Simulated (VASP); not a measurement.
# Ba (P6/mmm) in VASP: a series of runs

Runs on Ba. Level: PBE. Tasks: single point, relaxation of cell and atoms.

Everything below comes from runs of VASP 6.6.1. Logs are shortened: lines on timing, memory, paths and dates and some standing lists are left out, and cuts for length are marked.

## (1) The cell of the first run

Symmetry: P6/mmm, No. 191, hexagonal system. Conventional cell: a = 4.279 Å, b = 4.279 Å, c = 3.982 Å, α = 90.00°, β = 90.00°, γ = 120.00°. Ba (site symmetry 6/mmm) has 8 Ba at 3.98 to 4.28 Å within 5.2 Å.

## (2) Single point, PBE

Input file INCAR:

```
PREC = Accurate ; ENCUT = 520
EDIFF = 1E-6 ; ISMEAR = 0
SIGMA = 0.1 ; LREAL = F
LASPH = T ; NELM = 100
ALGO = Fast ; ISIF = 2
LWAVE = F ; LCHARG = T
GGA = PE ; LELF = T
LVHAR = T ; NBANDS = 11
```

Input file KPOINTS:

```
Automatic mesh
0
Gamma
  6 6 4
```

Input file POSCAR:

```
Ba
1.0
    4.2794657623      0.0000000000      0.0000000000
   -2.1397328811      3.7061260648      0.0000000000
    0.0000000000      0.0000000000      3.9818419870
Ba
1
Direct
    0.0000000000      0.0000000000      0.5000000000
```

Potentials or basis: VASP PAW PBE potentials, release 64 (Ba_sv).

The run is started by

```bash
$ cat potpaw_PBE.64/Ba_sv/POTCAR > POTCAR
$ mpirun -np 1 vasp_std > vasp.out
```

OUTCAR:

```text
PREC = Accurate
   ENCUT = 520
   EDIFF = 1E-6
   ISMEAR = 0
   LREAL = F
   LASPH = T
   NELM = 100
   ISIF = 2
   GGA = PE

 ion  position               nearest neighbor table
   1  0.000  0.000  0.500-

  LATTYP: Found a hexagonal cell.
 ALAT       =     4.2794657623
 C/A-ratio  =     0.9304530538

  Lattice vectors:

 A1 = (   4.2794657623,   0.0000000000,   0.0000000000)
 A2 = (  -2.1397328811,   3.7061260648,   0.0000000000)
 A3 = (   0.0000000000,   0.0000000000,   3.9818419870)

Analysis of symmetry for initial positions (statically):
=====================================================================
 Subroutine PRICEL returns:
 Original cell was already a primitive cell.

 Routine SETGRP: Setting up the symmetry group for a
 hexagonal supercell.

 Subroutine GETGRP returns: Found 24 space group operations
 (whereof 24 operations were pure point group operations)
 out of a pool of 24 trial point group operations.

The static configuration has the point symmetry D_6h.

Analysis of symmetry for dynamics (positions and initial velocities):
=====================================================================
 Subroutine PRICEL returns:
 Original cell was already a primitive cell.

 Routine SETGRP: Setting up the symmetry group for a
 hexagonal supercell.

 Subroutine GETGRP returns: Found 24 space group operations
 (whereof 24 operations were pure point group operations)
 out of a pool of 24 trial point group operations.

The dynamic configuration has the point symmetry D_6h.

 Subroutine INISYM returns: Found 24 space group operations
 (whereof 24 operations are pure point group operations),
 and found     1 'primitive' translations

----------------------------------------------------------------------------------------

                                     Primitive cell

  volume of cell :      63.1530

  direct lattice vectors                    reciprocal lattice vectors
     4.279465762  0.000000000  0.000000000     0.233674027  0.134911763  0.000000000
    -2.139732881  3.706126065  0.000000000     0.000000000  0.269823525  0.000000000
     0.000000000  0.000000000  3.981841987     0.000000000  0.000000000  0.251140051

  length of vectors
     4.279465762  4.279465762  3.981841987     0.269823525  0.269823525  0.251140051

  position of ions in fractional coordinates (direct lattice)
     0.000000000  0.000000000  0.500000000

  ion indices of the primitive-cell ions
   primitive index   ion index
                 1           1

----------------------------------------------------------------------------------------

 KPOINTS: Automatic mesh

Automatic generation of k-mesh.
 Grid dimensions read from file:
 generate k-points for:    6    6    4

 Generating k-lattice:

  Cartesian coordinates                     Fractional coordinates (reciprocal lattice)
     0.038945671  0.022485294  0.000000000     0.166666667  0.000000000  0.000000000
     0.000000000  0.044970588  0.000000000     0.000000000  0.166666667  0.000000000
     0.000000000  0.000000000  0.062785013     0.000000000  0.000000000  0.250000000

  Length of vectors
     0.044970588  0.044970588  0.062785013

  Shift w.r.t. Gamma in fractional coordinates (k-lattice)
     0.000000000  0.000000000  0.000000000

 Subroutine IBZKPT returns following result:
 ===========================================

 Found     21 irreducible k-points:

 Following reciprocal coordinates:
            Coordinates               Weight
  0.000000  0.000000  0.000000      1.000000
  0.166667  0.000000  0.000000      6.000000
  0.333333 -0.000000  0.000000      6.000000
  0.500000 -0.000000  0.000000      3.000000
  0.166667  0.166667  0.000000      6.000000
  0.333333  0.166667  0.000000     12.000000
[... 13 lines left out ...]
  0.333333  0.166667  0.500000     12.000000
  0.333333  0.333333  0.500000      2.000000
   k-points           NKPTS =     21   k-points in BZ     NKDIM =     21   number of bands    NBANDS=     11
   number of dos      NEDOS =    301   number of ions     NIONS =      1
   total plane-waves  NPLWV =  30720
   dimension x,y,z NGX =    32 NGY =   32 NGZ =   30
   dimension x,y,z NGXF=    64 NGYF=   64 NGZF=   60
   ions per type =               1
   NGX,Y,Z   is equivalent  to a cutoff of  12.43, 12.43, 12.53 a.u.
   NGXF,Y,Z  is equivalent  to a cutoff of  24.86, 24.86, 25.05 a.u.
 SYSTEM =  unknown system
   PREC   = accura    normal or accurate (medium, high low for compatibility)
   ISTART =      0    job   : 0-new  1-cont  2-samecut
   ICHARG =      2    charge: 1-file 2-atom 10-const
   ISPIN  =      1    spin polarized calculation?
   LNONCOLLINEAR =      F non collinear calculations
   LSORBIT =      F    spin-orbit coupling
   LASPH  =      T    aspherical Exc in radial PAW
   ENCUT  =  520.0 eV  38.22 Ry    6.18 a.u.   7.96  7.96  7.40*2*pi/ulx,y,z
   NELM   =    100;   NELMIN=  2; NELMDL= -5     # of ELM steps
   EDIFF  = 0.1E-05   stopping-criterion for ELM
   LREAL  =      F    real-space projection
   EDIFFG = 0.1E-04   stopping-criterion for IOM
   NSW    =      0    number of steps for IOM
   IBRION =     -1    ionic relax: 0-MD 1-quasi-New 2-CG
   NFREE  =      0    steps in history (QN), initial steepest desc. (CG)
   ISIF   =      2    stress and relaxation
   ISYM   =      2    0-nonsym 1-usesym 2-fastsym
   POTIM  = 0.5000    time-step for ionic-motion
   TEBEG  =    0.0;   TEEND  =   0.0 temperature during run
   PSTRESS=    0.0 pullay stress
   NELECT =      10.0000    total number of electrons
   NUPDOWN=      -1.0000    fix difference up-down
   EMIN   =  10.00;   EMAX   =-10.00  energy-range for DOS
   EFERMI =   0.00;   METHOD = LEGACY
   ISMEAR =     0;   SIGMA  =   0.10  broadening in eV -4-tet -1-fermi 0-gaus
   EFERMI_NEDOS =   21; number of points for ismear=-14 and -15
   IALGO  =     68    algorithm
   IMIX   =      4    mixing-type and parameters
     AMIX     =   0.40;   BMIX     =  1.00
     AMIX_MAG =   1.60;   BMIX_MAG =  1.00
  volume/ion in A,a.u.               =      63.15       426.18
  Fermi-wavevector in a.u.,A,eV,Ry     =   0.885680  1.673693 10.672809  0.784429
  Thomas-Fermi vector in A             =   2.006746
   LORBIT       =      0    0 simple, 1 ext, 2 COOP (PROOUT), +10 PAW based schemes
   GGA     = PE    functional components
   LHFCALC =     F    Hartree Fock is set to
   AEXX    =    0.0000 exact exchange contribution
   IVDW    =     0    specifies the selected vdW correction
   LEPSILON=     F    determine dielectric tensor
   LRPA    =     F    only Hartree local field effects (RPA)
 non-spin polarized calculation
 RMM-DIIS sequential band-by-band and
 Gauss-broadening in eV      SIGMA  =   0.10
  energy-cutoff  :      520.00
  volume of cell :       63.15
 maximum number of plane-waves:      1726
 NGX is ok and might be reduce to    32
   NGX = 15   NGY = 15   NGZ = 15

 number of electron      10.0000000 magnetization

 number of electron       9.9999999 magnetization

 Free energy of the ion-electron system (eV)
  ---------------------------------------------------
  ext. energy  EPLUGINS =         0.00000000
  ---------------------------------------------------
  free energy    TOTEN  =        -1.71954166 eV

  energy without entropy =       -1.71608625  energy(sigma->0) =       -1.71781396

 E-fermi :   1.6329     XC(G=0):  -7.3928

 val. band max:        1.5915967655   @ k =   0.3333   0.3333   0.5000
 cond. band min:       1.7663947772   @ k =   0.1667   0.0000   0.5000
 fundamental gap:      0.1747980117
 Fermi energy:         1.6329270950

 k-point     1 :       0.0000    0.0000    0.0000
  band No.  band energies     occupation
      1     -27.4544      2.00000
      2     -12.3694      2.00000
      3     -12.3694      2.00000
      4     -12.3291      2.00000
      5      -1.0538      2.00000
      6       1.7714      0.05022
      7       3.3667      0.00000
      8       3.3667      0.00000
      9       6.4306      0.00000
     10       6.4306      0.00000
     11       7.7719      0.00000

 k-point     2 :       0.1667    0.0000    0.0000
  band No.  band energies     occupation
      1     -27.4431      2.00000
      2     -12.5066      2.00000
      3     -12.4001      2.00000
      4     -12.3148      2.00000
      5      -0.5958      2.00000
      6       1.9684      0.00000
      7       2.7795      0.00000
      8       3.8454      0.00000
      9       5.6380      0.00000
     10       6.3089      0.00000
     11       9.0421      0.00000

 k-point     3 :       0.3333   -0.0000    0.0000
  band No.  band energies     occupation
      1     -27.4202      2.00000
      2     -12.7654      2.00000
      3     -12.4605      2.00000
      4     -12.2859      2.00000
      5       0.3533      2.00000
      6       1.9361      0.00002
      7       2.6398      0.00000
      8       4.7281      0.00000
      9       5.1646      0.00000
     10       6.0864      0.00000
     11       7.8474      0.00000

 k-point     4 :       0.5000   -0.0000    0.0000
  band No.  band energies     occupation
      1     -27.4087      2.00000
      2     -12.8880      2.00000
      3     -12.4901      2.00000
      4     -12.2713      2.00000
      5       0.7115      2.00000
      6       2.1223      0.00000
      7       2.6622      0.00000
      8       4.3932      0.00000
      9       5.9838      0.00000
     10       6.5073      0.00000
     11       7.9462      0.00000
[... 197 lines left out ...]
 k-point    19 :       0.1667    0.1667    0.5000
  band No.  band energies     occupation
      1     -27.3734      2.00000
      2     -12.9267      2.00000
      3     -12.5950      2.00000
      4     -12.4048      2.00000
      5       1.3147      1.99999
      6       2.1986      0.00000
      7       2.9981      0.00000
      8       3.4262      0.00000
      9       5.4792      0.00000
     10       5.5812      0.00000
     11       8.4160      0.00000

 k-point    20 :       0.3333    0.1667    0.5000
  band No.  band energies     occupation
      1     -27.3567      2.00000
      2     -12.8901      2.00000
      3     -12.7328      2.00000
      4     -12.4883      2.00000
      5       1.0589      2.00000
      6       2.3805      0.00000
      7       2.6932      0.00000
      8       3.9307      0.00000
      9       6.0742      0.00000
     10       7.1938      0.00000
     11       7.7539      0.00000

 k-point    21 :       0.3333    0.3333    0.5000
  band No.  band energies     occupation
      1     -27.3512      2.00000
      2     -12.8779      2.00000
      3     -12.6495      2.00000
      4     -12.6495      2.00000
      5       1.5916      1.44112
      6       1.5916      1.44112
      7       3.3744      0.00000
      8       3.3744      0.00000
      9       6.4967      0.00000
     10       6.8765      0.00000
     11       9.4767      0.00000

------------------------ aborting loop because EDIFF is reached ----------------------------------------

  FORCE on cell =-STRESS in cart. coord.  units (eV):
  Direction    XX          YY          ZZ          XY          YZ          ZX
  --------------------------------------------------------------------------------------
  -------------------------------------------------------------------------------------
  Total        0.0445849      0.0445849      0.0197474      0.0000000      0.0000000      0.0000000
  in kB        1.1311095      1.1311095      0.5009872      0.0000000      0.0000000      0.0000000
  external PRESSURE =       0.9210687 kB  Pullay stress =       0.0000000 kB

 VOLUME and BASIS-vectors are now :
 -----------------------------------------------------------------------------
  energy-cutoff  :      520.00
  volume of cell :       63.15
      direct lattice vectors                 reciprocal lattice vectors
     4.279465762  0.000000000  0.000000000     0.233674027  0.134911763  0.000000000
    -2.139732881  3.706126065  0.000000000     0.000000000  0.269823525  0.000000000
     0.000000000  0.000000000  3.981841987     0.000000000  0.000000000  0.251140051

 POSITION                                       TOTAL-FORCE (eV/Angst)
 -----------------------------------------------------------------------------------
      0.00000      0.00000      1.99092         0.000000      0.000000      0.000000
 -----------------------------------------------------------------------------------
    total drift:                                0.000000      0.000000      0.000000

  FREE ENERGIE OF THE ION-ELECTRON SYSTEM (eV)
  ---------------------------------------------------
  free  energy   TOTEN  =        -1.7195416590 eV

  energy  without entropy=       -1.7160862519  energy(sigma->0) =       -1.71781396
```

Wall time 6.2 s (1 thread of Intel Xeon 6975P-C (Granite Rapids), shared host); peak memory 0.17 GiB.

What came out:

| Quantity | Value |
| --- | --- |
| Free energy | -1.7195 eV |
| Pressure | 0.1 GPa |
| Band gap on the k mesh | zero (band 5 reaches 1.98 eV, above the bottom of band 6 at 1.57 eV) |

Caveat: the k points lie up to 0.39 Å⁻¹ apart; spin-orbit coupling is left out, which moves the levels of the heavy elements.

(Part 1 of 2 ends here.)
